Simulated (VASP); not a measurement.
# Co (P6_3/mmc) in VASP: notebook

Co is run at these levels: PBE; tasks: single point.

Everything below comes from runs of VASP 6.6.1. Logs are shortened: lines on timing, memory, paths and dates and some standing lists are left out, and cuts for length are marked.

## 1. The cell of the first run

Symmetry: P6_3/mmc, No. 194, hexagonal system. The conventional cell has a = 2.505 Å, b = 2.505 Å, c = 4.089 Å, α = 90.00°, β = 90.00°, γ = 120.00°. Within 3.3 Å of Co (site symmetry -6m2) lie 12 Co at 2.50 to 2.51 Å.

## 2. Single point, PBE, collinear spin, ferromagnetic start

File INCAR:

```
SYSTEM = Co
PREC = Accurate
ENCUT = 520
EDIFF = 1E-6
ISMEAR = -1
SIGMA = 0.05
LREAL = .FALSE.
LASPH = .TRUE.
NELM = 150
ALGO = Normal
ISIF = 2
LWAVE = .FALSE.
LCHARG = .FALSE.
ISPIN = 2
MAGMOM = 2.05 2.05
LORBIT = 11
NUPDOWN = 4.1
LMAXMIX = 4
GGA = PE
NBANDS = 20
```

File KPOINTS:

```
regular mesh
0
G
  11 11 6
  0 0 0
```

File POSCAR:

```
Co
1.0
    2.5053999800      0.0000000000      0.0000000000
   -1.2526999900      2.1697400300      0.0000000000
    0.0000000000      0.0000000000      4.0893000000
Co
2
Direct
    0.3333333300      0.6666666700      0.2500000000
    0.6666666700      0.3333333300      0.7500000000
```

Potentials or basis: VASP PAW PBE potentials, release 64 (Co).

Launch:

```console
$ cat potpaw_PBE.64/Co/POTCAR > POTCAR
$ mpirun -np 1 vasp_std > vasp.out
```

OUTCAR:

```text
SYSTEM = Co
   PREC = Accurate
   ENCUT = 520
   EDIFF = 1E-6
   ISMEAR = -1
   LREAL = .FALSE.
   LASPH = .TRUE.
   NELM = 150
   ISIF = 2
   ISPIN = 2
   LORBIT = 11
   NUPDOWN = 4.1
   GGA = PE

 ion  position               nearest neighbor table
   1  0.333  0.667  0.250-   2 2.50   2 2.50   2 2.50   2 2.50   2 2.50   2 2.50
   2  0.667  0.333  0.750-   1 2.50   1 2.50   1 2.50   1 2.50   1 2.50   1 2.50

  LATTYP: Found a hexagonal cell.
 ALAT       =     2.5053999800
 C/A-ratio  =     1.6321944730

  Lattice vectors:

 A1 = (   2.5053999800,   0.0000000000,   0.0000000000)
 A2 = (  -1.2526999900,   2.1697400300,   0.0000000000)
 A3 = (   0.0000000000,   0.0000000000,   4.0893000000)

Analysis of symmetry for initial positions (statically):
=====================================================================
 Subroutine PRICEL returns:
 Original cell was already a primitive cell.

 Routine SETGRP: Setting up the symmetry group for a
 hexagonal supercell.

 Subroutine GETGRP returns: Found 24 space group operations
 (whereof 12 operations were pure point group operations)
 out of a pool of 24 trial point group operations.

The static configuration has the point symmetry D_3d.
 The point group associated with its full space group is D_6h.

Analysis of symmetry for dynamics (positions and initial velocities):
=====================================================================
 Subroutine PRICEL returns:
 Original cell was already a primitive cell.

 Routine SETGRP: Setting up the symmetry group for a
 hexagonal supercell.

 Subroutine GETGRP returns: Found 24 space group operations
 (whereof 12 operations were pure point group operations)
 out of a pool of 24 trial point group operations.

The dynamic configuration has the point symmetry D_3d.
 The point group associated with its full space group is D_6h.

Analysis of structural, dynamic, and magnetic symmetry:
=====================================================================
 Subroutine PRICEL returns:
 Original cell was already a primitive cell.

 Routine SETGRP: Setting up the symmetry group for a
 hexagonal supercell.

 Subroutine GETGRP returns: Found 24 space group operations
 (whereof 12 operations were pure point group operations)
 out of a pool of 24 trial point group operations.

The overall configuration has the point symmetry D_3d.
 The point group associated with its full space group is D_6h.

 Subroutine INISYM returns: Found 24 space group operations
 (whereof 12 operations are pure point group operations),
 and found     1 'primitive' translations

----------------------------------------------------------------------------------------

                                     Primitive cell

  volume of cell :      22.2297

  direct lattice vectors                    reciprocal lattice vectors
     2.505399980  0.000000000  0.000000000     0.399137865  0.230442354  0.000000000
    -1.252699990  2.169740030  0.000000000     0.000000000  0.460884708  0.000000000
     0.000000000  0.000000000  4.089300000     0.000000000  0.000000000  0.244540630

  length of vectors
     2.505399980  2.505399981  4.089300000     0.460884708  0.460884708  0.244540630

  position of ions in fractional coordinates (direct lattice)
     0.333333330  0.666666670  0.250000000
     0.666666670  0.333333330  0.750000000

  ion indices of the primitive-cell ions
   primitive index   ion index
                 1           1
                 2           2

----------------------------------------------------------------------------------------

 KPOINTS: regular mesh

Automatic generation of k-mesh.
 Grid dimensions read from file:
 generate k-points for:   11   11    6

 Generating k-lattice:

  Cartesian coordinates                     Fractional coordinates (reciprocal lattice)
     0.036285260  0.020949305  0.000000000     0.090909091  0.000000000  0.000000000
     0.000000000  0.041898610  0.000000000     0.000000000  0.090909091  0.000000000
     0.000000000  0.000000000  0.040756772     0.000000000  0.000000000  0.166666667

  Length of vectors
     0.041898610  0.041898610  0.040756772

  Shift w.r.t. Gamma in fractional coordinates (k-lattice)
     0.000000000  0.000000000  0.000000000

 Subroutine IBZKPT returns following result:
 ===========================================

 Found     64 irreducible k-points:

 Following reciprocal coordinates:
            Coordinates               Weight
  0.000000  0.000000  0.000000      1.000000
  0.090909 -0.000000  0.000000      6.000000
  0.181818 -0.000000  0.000000      6.000000
  0.272727  0.000000  0.000000      6.000000
  0.363636 -0.000000  0.000000      6.000000
  0.454545 -0.000000  0.000000      6.000000
[... 16 lines left out ...]
  0.090909  0.090909  0.166667     12.000000
  0.181818  0.090909  0.166667     24.000000
 [... further k-points ...]
   k-points           NKPTS =     64   k-points in BZ     NKDIM =     64   number of bands    NBANDS=     20
   number of dos      NEDOS =    301   number of ions     NIONS =      2
   total plane-waves  NPLWV =  12000
   dimension x,y,z NGX =    20 NGY =   20 NGZ =   30
   dimension x,y,z NGXF=    40 NGYF=   40 NGZF=   60
   ions per type =               2
   NGX,Y,Z   is equivalent  to a cutoff of  13.27, 13.27, 12.20 a.u.
   NGXF,Y,Z  is equivalent  to a cutoff of  26.54, 26.54, 24.39 a.u.
 SYSTEM =  Co
   PREC   = accura    normal or accurate (medium, high low for compatibility)
   ISTART =      0    job   : 0-new  1-cont  2-samecut
   ICHARG =      2    charge: 1-file 2-atom 10-const
   ISPIN  =      2    spin polarized calculation?
   LNONCOLLINEAR =      F non collinear calculations
   LSORBIT =      F    spin-orbit coupling
   LASPH  =      T    aspherical Exc in radial PAW
   ENCUT  =  520.0 eV  38.22 Ry    6.18 a.u.   4.66  4.66  7.60*2*pi/ulx,y,z
   NELM   =    150;   NELMIN=  2; NELMDL= -5     # of ELM steps
   EDIFF  = 0.1E-05   stopping-criterion for ELM
   LREAL  =      F    real-space projection
   EDIFFG = 0.1E-04   stopping-criterion for IOM
   NSW    =      0    number of steps for IOM
   IBRION =     -1    ionic relax: 0-MD 1-quasi-New 2-CG
   NFREE  =      0    steps in history (QN), initial steepest desc. (CG)
   ISIF   =      2    stress and relaxation
   ISYM   =      2    0-nonsym 1-usesym 2-fastsym
   POTIM  = 0.5000    time-step for ionic-motion
   TEBEG  =    0.0;   TEEND  =   0.0 temperature during run
   PSTRESS=    0.0 pullay stress
   NELECT =      18.0000    total number of electrons
   NUPDOWN=       4.1000    fix difference up-down
   EMIN   =  10.00;   EMAX   =-10.00  energy-range for DOS
   EFERMI =   0.00;   METHOD = LEGACY
   ISMEAR =    -1;   SIGMA  =   0.05  broadening in eV -4-tet -1-fermi 0-gaus
   EFERMI_NEDOS =   21; number of points for ismear=-14 and -15
   IALGO  =     38    algorithm
   IMIX   =      4    mixing-type and parameters
     AMIX     =   0.40;   BMIX     =  1.00
     AMIX_MAG =   1.60;   BMIX_MAG =  1.00
  volume/ion in A,a.u.               =      11.11        75.01
  Fermi-wavevector in a.u.,A,eV,Ry     =   1.525882  2.883500 31.678680  2.328317
  Thomas-Fermi vector in A             =   2.633992
   LORBIT       =     11    0 simple, 1 ext, 2 COOP (PROOUT), +10 PAW based schemes
   GGA     = PE    functional components
   LHFCALC =     F    Hartree Fock is set to
   AEXX    =    0.0000 exact exchange contribution
   IVDW    =     0    specifies the selected vdW correction
   LEPSILON=     F    determine dielectric tensor
   LRPA    =     F    only Hartree local field effects (RPA)
 spin polarized calculation
  energy-cutoff  :      520.00
  volume of cell :       22.23
 maximum number of plane-waves:       615
 NGX is ok and might be reduce to    20
   NGX =  9   NGY =  9   NGZ = 15

 number of electron      18.0000005 magnetization       4.1000002

 Free energy of the ion-electron system (eV)
  ---------------------------------------------------
  ext. energy  EPLUGINS =         0.00000000
  ---------------------------------------------------
  free energy    TOTEN  =       -13.76069947 eV

  energy without entropy =      -13.74295830  energy(sigma->0) =      -13.75182888

 E-fermi :   9.7177     XC(G=0): -13.2800

 val. band max:       11.2028993186   @ k =   0.1818  -0.0000   0.1667
 cond. band min:       9.7288455760   @ k =   0.3636   0.1818   0.3333
 fundamental gap:     -1.4740537427
 Fermi energy:        11.2302412659

 spin component 1

 k-point     1 :       0.0000    0.0000    0.0000
  band No.  band energies     occupation
      1       1.0324      1.00000
      2       4.6842      1.00000
      3       7.0272      1.00000
      4       7.0706      1.00000
      5       7.0706      1.00000
      6       7.3538      1.00000
[... 12 lines left out ...]
     19      35.4151      0.00000
     20      35.4151      0.00000
[... 507 lines left out ...]
 k-point    24 :       0.1818    0.0909    0.1667
  band No.  band energies     occupation
      1       3.1111      1.00000
      2       5.5586      1.00000
      3       6.1245      1.00000
      4       6.4022      1.00000
      5       6.9524      1.00000
      6       7.2250      1.00000
[... 12 lines left out ...]
     19      34.5608      0.00000
     20      35.9836      0.00000

 [... further k-points ...]

 spin component 2

 k-point     1 :       0.0000    0.0000    0.0000
  band No.  band energies     occupation
      1       1.2568      1.00000
      2       5.8901      1.00000
      3       8.9491      1.00000
      4       9.0605      1.00000
      5       9.0605      1.00000
      6       9.3978      0.99834
[... 12 lines left out ...]
     19      35.9629      0.00000
     20      35.9629      0.00000
[... 507 lines left out ...]
 k-point    24 :       0.1818    0.0909    0.1667
  band No.  band energies     occupation
      1       3.3882      1.00000
      2       6.8196      1.00000
      3       7.6176      1.00000
      4       8.1644      1.00000
      5       8.9000      1.00000
      6       9.1640      0.99998
[... 12 lines left out ...]
     19      35.0700      0.00000
     20      36.3761      0.00000

 [... further k-points ...]

------------------------ aborting loop because EDIFF is reached ----------------------------------------

  FORCE on cell =-STRESS in cart. coord.  units (eV):
  Direction    XX          YY          ZZ          XY          YZ          ZX
  --------------------------------------------------------------------------------------
  -------------------------------------------------------------------------------------
  Total        0.2993657      0.2993657      0.6734098      0.0000000      0.0000000      0.0000000
  in kB       21.5763950     21.5763951     48.5351348      0.0000000      0.0000000      0.0000000
  external PRESSURE =      30.5626416 kB  Pullay stress =       0.0000000 kB

 VOLUME and BASIS-vectors are now :
 -----------------------------------------------------------------------------
  energy-cutoff  :      520.00
  volume of cell :       22.23
      direct lattice vectors                 reciprocal lattice vectors
     2.505399980  0.000000000  0.000000000     0.399137865  0.230442354  0.000000000
    -1.252699990  2.169740030  0.000000000     0.000000000  0.460884708  0.000000000
     0.000000000  0.000000000  4.089300000     0.000000000  0.000000000  0.244540630

 POSITION                                       TOTAL-FORCE (eV/Angst)
 -----------------------------------------------------------------------------------
     -0.00000      1.44649      1.02232        -0.000000     -0.000000      0.000000
      1.25270      0.72325      3.06697         0.000000      0.000000      0.000000
 -----------------------------------------------------------------------------------
    total drift:                               -0.000000      0.000000     -0.000000

  FREE ENERGIE OF THE ION-ELECTRON SYSTEM (eV)
  ---------------------------------------------------
  free  energy   TOTEN  =       -13.7606994657 eV

  energy  without entropy=      -13.7429582982  energy(sigma->0) =      -13.75182888

 total charge

# of ion       s       p       d       tot
------------------------------------------
    1        0.495   0.535   7.182   8.212
    2        0.495   0.535   7.182   8.212
--------------------------------------------------
tot          0.990   1.071  14.363  16.424

 magnetization (x)

# of ion       s       p       d       tot
------------------------------------------
    1        0.006   0.002   2.031   2.039
    2        0.006   0.002   2.031   2.039
--------------------------------------------------
tot          0.012   0.004   4.062   4.077
```

Run time: 57 s. Hardware: 1 thread of Intel Xeon 8259CL, shared host; peak memory 0.17 GiB.

Results:

* Free energy: -13.7607 eV
* Pressure: 3.1 GPa
* Net moment: 4.10 μB per cell
* Site moments: Co +2.04 μB
* Valence electrons inside the program's atomic spheres: Co 8.21

Caveat: the cell stands under pressure; the total moment is fixed, so each spin has its own Fermi level.

## 3. Single point, PBE, collinear spin, ferromagnetic start

File INCAR:

```
SYSTEM = Co
  ALGO = Normal
  EDIFF = 1E-7
  ENCUT = 520
  GGA = PE
  ISIF = 2
  ISMEAR = -1
  ISPIN = 2
  LASPH = .True.
  LCHARG = .False.
  LMAXMIX = 4
  LORBIT = 11
  LREAL = .False.
  LWAVE = .False.
  MAGMOM = 2.735 2.735
  NBANDS = 20
  NELM = 150
  NUPDOWN = 5.47
  PREC = Accurate
  SIGMA = 0.05
```

File KPOINTS:

```
k-points
0
Gamma
  11 11 6
  0 0 0
```

POSCAR is that of step 2.

Potentials or basis: VASP PAW PBE potentials, release 64 (Co).

Launch:

```console
$ cat potpaw_PBE.64/Co/POTCAR > POTCAR
$ mpirun -np 1 vasp_std > vasp.out
```

Run time: 59 s. Hardware: 1 thread of Intel Xeon 8259CL, shared host; peak memory 0.17 GiB.

It converged, with:

```yaml
Free_energy: -11.7983 eV
Pressure: 24.4 GPa
Net_moment: 5.47 μB per cell
Site_moments: Co +2.63 μB
Valence_electrons_inside_the_program's_atomic_spheres: Co 8.18
```

Stress tensor (GPa, compression positive):
```
22.27  0.00  0.00
 0.00 22.27  0.00
 0.00  0.00 28.60
```

Caveat: the cell stands under pressure; the total moment is fixed, so each spin has its own Fermi level.

## 4. Single point, PBE, collinear spin, ferromagnetic start

File INCAR:

```
SYSTEM = Co
PREC = Accurate
ENCUT = 520
EDIFF = 1E-6
ISMEAR = -1
SIGMA = 0.05
LREAL = .False.
LASPH = .True.
NELM = 150
ALGO = Normal
ISIF = 2
LWAVE = .False.
LCHARG = .True.
ISPIN = 2
MAGMOM = 0.34 0.34
LORBIT = 11
NUPDOWN = 0.68
LMAXMIX = 4
GGA = PE
LELF = .True.
LVHAR = .True.
NBANDS = 20
```

File KPOINTS:

```
regular mesh
0
Gamma
  11 11 6
  0 0 0
```

POSCAR is that of step 3.

Launch:

```console
$ cat potpaw_PBE.64/Co/POTCAR > POTCAR
$ mpirun -np 1 vasp_std > vasp.out
```

Run time: 52 s. Hardware: 1 thread of Intel Xeon 8259CL, shared host; peak memory 0.17 GiB.

It converged, with:

| Item | Value |
| --- | --- |
| Free energy | -13.6036 eV |
| Pressure | -15.5 GPa |
| Net moment | 0.68 μB per cell |
| Site moments | Co +0.35 μB |
| Valence electrons inside the program's atomic spheres | Co 8.23 |

Stress tensor (GPa, compression positive):
```
-14.49   0.00   0.00
  0.00 -14.49   0.00
  0.00   0.00 -17.41
```

Caveat: the cell stands under tension; the total moment is fixed, so each spin has its own Fermi level.

(Continued in part 2 of 2.)
